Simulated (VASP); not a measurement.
# Al2O5 (P1) in VASP: single point with PBE

Aim: the single point of Al2O5 with PBE.

Program: VASP 6.6.1. These are calculated values, not measurements. Logs are shortened: lines on timing, memory, paths and dates and some standing lists are left out, and cuts for length are marked.

## (1) The cell of the first run

The typed cell holds 7 atoms: a = 3.004 Å, b = 2.859 Å, c = 12.258 Å, α = 91.02°, β = 89.46°, γ = 120.80°.

## (2) Single point, PBE, collinear spin

INCAR reads:

```
SYSTEM = Al2O5
PREC = Accurate
ENCUT = 600
EDIFF = 1E-6
ISMEAR = 0
SIGMA = 0.1
LREAL = .FALSE.
LASPH = .TRUE.
NELM = 200
ALGO = Normal
ISIF = 2
LWAVE = .FALSE.
LCHARG = .TRUE.
ISPIN = 2
MAGMOM = 0 0 0.61 0.61 0 0 0
LORBIT = 11
GGA = PE
LELF = .TRUE.
LVHAR = .TRUE.
NBANDS = 31
GGA_COMPAT = .FALSE.
```

KPOINTS reads:

```
Automatic mesh
0
G
  6 6 1
  0 0 0
```

POSCAR reads:

```
Al2O5
1.0
    3.0040031294      0.0207282903      0.0134476667
   -1.4806889858      2.4453526249     -0.0252170930
    0.0604795471     -0.0919984395     12.2579875577
Al O
2 5
Direct
    0.2637431667      0.5722620723      0.1132868536
    0.7354820025      0.4282986573      0.8863203975
   -0.0347994960     -0.0659195619      0.4524305055
    0.0382764774      0.0642268875      0.5485757068
    0.6112645935      0.2631555956      0.1675318071
    0.3876063928      0.7374039674      0.8320736432
   -0.0015731368      0.0005723820     -0.0002189136
```

Potentials or basis: VASP PAW PBE potentials, release 64 (Al, O).

Command:

```console
> cat potpaw_PBE.64/Al/POTCAR potpaw_PBE.64/O/POTCAR > POTCAR
> mpirun -np 1 vasp_std > vasp.out
```

OUTCAR:

```text
SYSTEM = Al2O5
   PREC = Accurate
   ENCUT = 600
   EDIFF = 1E-6
   ISMEAR = 0
   LREAL = .FALSE.
   LASPH = .TRUE.
   NELM = 200
   ISIF = 2
   ISPIN = 2
   LORBIT = 11
   GGA = PE

 ion  position               nearest neighbor table
   1  0.264  0.572  0.113-   5 1.81   5 1.81   5 1.81   7 1.96   7 2.27   7 2.35   2 3.13   2 3.23

   2  0.735  0.428  0.886-   6 1.81   6 1.81   6 1.82   7 1.96   7 2.26   7 2.36   1 3.13   1 3.23

   3  0.965  0.934  0.452-   4 1.22
   4  0.038  0.064  0.549-   3 1.22
   5  0.611  0.263  0.168-   1 1.81   1 1.81   1 1.81
   6  0.388  0.737  0.832-   2 1.81   2 1.81   2 1.82
   7  0.998  0.001  1.000-   1 1.96   2 1.96   2 2.26   1 2.27   1 2.35   2 2.36

  LATTYP: Found a triclinic cell.
 ALAT       =     2.8588153551
 B/A-ratio  =     1.0139344372
 C/A-ratio  =     4.2879586323
 COS(alpha) =     0.0078522842
 COS(beta)  =     0.0177952782
 COS(gamma) =     0.4555704534

  Lattice vectors:

 A1 = (  -1.4806889858,   2.4453526249,  -0.0252170930)
 A2 = (   1.5233141436,   2.4660809152,  -0.0117694263)
 A3 = (  -0.0604795471,   0.0919984395, -12.2579875577)

Analysis of symmetry for initial positions (statically):
=====================================================================
 Subroutine PRICEL returns:
 Original cell was already a primitive cell.

 Routine SETGRP: Setting up the symmetry group for a
 triclinic supercell.

 Subroutine GETGRP returns: Found  1 space group operations
 (whereof  1 operations were pure point group operations)
 out of a pool of  2 trial point group operations.

The static configuration has the point symmetry C_1 .

Analysis of symmetry for dynamics (positions and initial velocities):
=====================================================================
 Subroutine PRICEL returns:
 Original cell was already a primitive cell.

 Routine SETGRP: Setting up the symmetry group for a
 triclinic supercell.

 Subroutine GETGRP returns: Found  1 space group operations
 (whereof  1 operations were pure point group operations)
 out of a pool of  2 trial point group operations.

The dynamic configuration has the point symmetry C_1 .

Analysis of structural, dynamic, and magnetic symmetry:
=====================================================================
 Subroutine PRICEL returns:
 Original cell was already a primitive cell.

[... 146 lines left out ...]
  volume of cell :       90.41
 maximum number of plane-waves:      3040
   NGX = 11   NGY = 11   NGZ = 49

 number of electron      35.9999999 magnetization       2.0007171

 Free energy of the ion-electron system (eV)
  ---------------------------------------------------
  ext. energy  EPLUGINS =         0.00000000
  ---------------------------------------------------
  free energy    TOTEN  =       -46.20593717 eV

  energy without entropy =      -46.20593717  energy(sigma->0) =      -46.20593717

 E-fermi :   2.5416     XC(G=0):  -8.8939

 val. band max:        2.0969574446   @ k =   0.0000   0.0000   0.0000
 cond. band min:       2.9645569614   @ k =   0.5000   0.5000  -0.0000
 fundamental gap:      0.8675995168
 Fermi energy:         2.5415877937

 spin component 1

 k-point     1 :       0.0000    0.0000    0.0000
  band No.  band energies     occupation
      1     -24.7256      1.00000
      2     -18.3702      1.00000
      3     -17.3091      1.00000
      4     -16.1710      1.00000
      5     -12.4699      1.00000
      6      -5.4441      1.00000
[... 649 lines left out ...]
     29      14.5866      0.00000
     30      14.8877      0.00000
 Fermi energy:         2.5415877937

 spin component 2

 k-point     1 :       0.0000    0.0000    0.0000
  band No.  band energies     occupation
      1     -23.5365      1.00000
      2     -18.3699      1.00000
      3     -17.3084      1.00000
      4     -16.1706      1.00000
      5     -10.7121      1.00000
      6      -4.6676      1.00000
[... 649 lines left out ...]
     29      14.6617      0.00000
     30      15.3225      0.00000
 [bands above 30 left out]

------------------------ aborting loop because EDIFF is reached ----------------------------------------

  FORCE on cell =-STRESS in cart. coord.  units (eV):
  Direction    XX          YY          ZZ          XY          YZ          ZX
  --------------------------------------------------------------------------------------
  -------------------------------------------------------------------------------------
  Total       -0.0115393     -0.0638957      1.0368948     -0.0518968      0.3213348      0.0283689
  in kB       -0.2044805     -1.1322557     18.3741737     -0.9196317      5.6941757      0.5027085
  external PRESSURE =       5.6791458 kB  Pullay stress =       0.0000000 kB

 VOLUME and BASIS-vectors are now :
 -----------------------------------------------------------------------------
  energy-cutoff  :      600.00
  volume of cell :       90.41
      direct lattice vectors                 reciprocal lattice vectors
     3.004003129  0.020728290  0.013447667     0.331504640  0.200728520 -0.000129103
    -1.480688986  2.445352625 -0.025217093    -0.002823935  0.407260716  0.003070499
     0.060479547 -0.091998440 12.257987558    -0.000369488  0.000617606  0.081585918

 POSITION                                       TOTAL-FORCE (eV/Angst)
 -----------------------------------------------------------------------------------
     -0.04821      1.39443      1.37778         0.000567     -0.000859      0.044386
      1.62882      0.98105     10.86359        -0.005584     -0.000517     -0.045431
      1.54375      2.26254      5.53531        -0.029936     -0.286400     -1.077439
      0.05306      0.10738      6.72333         0.029990      0.286409      1.076854
      1.45672      0.64077      2.05519        -0.003151     -0.000749     -0.034956
      0.12283      1.73470     10.18617         0.004840      0.001480      0.033762
      3.05890     -0.06988     12.26872         0.003273      0.000636      0.002824
 -----------------------------------------------------------------------------------
    total drift:                               -0.000079     -0.000021     -0.000290

  FREE ENERGIE OF THE ION-ELECTRON SYSTEM (eV)
  ---------------------------------------------------
  free  energy   TOTEN  =       -46.2059371684 eV

  energy  without entropy=      -46.2059371684  energy(sigma->0) =      -46.20593717

 total charge

# of ion       s       p       d       tot
------------------------------------------
    1        0.322   0.389   0.000   0.711
    2        0.322   0.389   0.000   0.711
    3        1.610   3.309   0.000   4.919
    4        1.610   3.309   0.000   4.919
    5        1.548   3.623   0.000   5.171
    6        1.548   3.623   0.000   5.171
    7        1.550   3.534   0.000   5.084
--------------------------------------------------
tot          8.509  18.176   0.000  26.685

 magnetization (x)

# of ion       s       p       d       tot
------------------------------------------
    1       -0.000   0.000   0.000   0.000
    2       -0.000   0.000   0.000   0.000
    3        0.011   0.798   0.000   0.808
    4        0.011   0.798   0.000   0.808
    5        0.000   0.000   0.000   0.000
    6        0.000   0.000   0.000   0.000
    7        0.000   0.000   0.000   0.000
--------------------------------------------------
tot          0.021   1.596   0.000   1.618
```

OSZICAR:

```text
N       E                     dE             d eps       ncg     rms          rms(c)
DAV:   1     0.189647549693E+03    0.18965E+03   -0.19128E+04  2480   0.117E+03
DAV:   2    -0.370846285394E+02   -0.22673E+03   -0.21810E+03  3022   0.258E+02
DAV:   3    -0.505853978095E+02   -0.13501E+02   -0.13317E+02  3130   0.631E+01
DAV:   4    -0.507292717152E+02   -0.14387E+00   -0.14373E+00  2988   0.703E+00
DAV:   5    -0.507315340084E+02   -0.22623E-02   -0.22621E-02  3152   0.856E-01    0.142E+01
DAV:   6    -0.462520965770E+02    0.44794E+01   -0.12725E+01  2825   0.211E+01    0.564E+00
DAV:   7    -0.461136921650E+02    0.13840E+00   -0.66705E-01  2853   0.466E+00    0.304E+00
DAV:   8    -0.462205676964E+02   -0.10688E+00   -0.19985E-01  2929   0.246E+00    0.143E+00
DAV:   9    -0.462159088376E+02    0.46589E-02   -0.39310E-02  2970   0.139E+00    0.422E-01
DAV:  10    -0.462143054793E+02    0.16034E-02   -0.71007E-03  3110   0.614E-01    0.204E-01
DAV:  11    -0.462109305098E+02    0.33750E-02   -0.18148E-03  3178   0.306E-01    0.984E-02
DAV:  12    -0.462078565736E+02    0.30739E-02   -0.12385E-03  3229   0.280E-01    0.696E-02
DAV:  13    -0.462065145367E+02    0.13420E-02   -0.66523E-04  3259   0.171E-01    0.569E-02
DAV:  14    -0.462060479858E+02    0.46655E-03   -0.26146E-04  3190   0.114E-01    0.300E-02
DAV:  15    -0.462059447749E+02    0.10321E-03   -0.10260E-04  3274   0.742E-02    0.167E-02
DAV:  16    -0.462059381361E+02    0.66388E-05   -0.28925E-05  3022   0.338E-02    0.748E-03
DAV:  17    -0.462059371684E+02    0.96773E-06   -0.39450E-06  2854   0.144E-02
   1 F= -.46205937E+02 E0= -.46205937E+02  d E =-.159555E-10  mag=     2.0003
```

It took 4 min on 1 thread of Oxide Virtual Turin-like, shared host; peak memory 0.26 GiB.

Results:

```
Free energy                                           : -46.2059 eV
Pressure                                              : 0.6 GPa
Largest force                                         : 1.115 eV/Å
Band gap on the k mesh                                : 0.87 eV (least direct gap 1.14 eV)
Net moment                                            : 2.00 μB per cell
Site moments                                          : Al +0.00; O +0.81, +0.00 (each value once) μB
Valence electrons inside the program's atomic spheres : Al 0.71; O 4.92, 5.17, 5.08 (each value once)
```

Forces in eV/Å, atoms in the order of the input:
```
Al   0.001 -0.001  0.044
Al  -0.006 -0.001 -0.045
O   -0.030 -0.286 -1.077
O    0.030  0.286  1.077
O   -0.003 -0.001 -0.035
O    0.005  0.001  0.034
O    0.003  0.001  0.003
```

Levels at points of the mesh, in eV from the valence-band top:
Spin up:
```tsv
k point	band 17	band 18	band 19	band 20	band 21	band 22
(0.00, 0.00, 0.00)	-2.04	-0.15	0.00	3.16	5.21	5.88
(0.50, 0.00, 0.00)	-1.92	-1.26	-0.24	5.29	6.94	7.97
(0.00, 0.50, 0.00)	-2.08	-1.20	-0.28	5.38	6.80	7.99
(0.50, 0.50, 0.00)	-1.90	-1.29	-0.33	5.27	6.83	7.97
```
Spin down:
```csv
k point,band 14,band 15,band 16,band 17,band 18,band 19,band 20,band 21
"(0.00, 0.00, 0.00)",-2.92,-2.70,-2.14,-2.03,2.24,2.45,3.17,5.27
"(0.50, 0.00, 0.00)",-3.50,-3.15,-2.82,-1.92,0.90,2.16,5.29,6.94
"(0.00, 0.50, 0.00)",-3.87,-2.94,-2.88,-2.08,0.98,2.13,5.38,6.80
"(0.50, 0.50, 0.00)",-3.54,-3.09,-2.86,-1.90,0.87,2.05,5.27,6.83
```

Caveat: the k points lie up to 0.51 Å⁻¹ apart; the standard files for N, O and F lose accuracy on very short bonds; forces of over 1 eV/Å act on the atoms, so gaps and moduli don't describe the material at rest. A k mesh can miss the band edges.
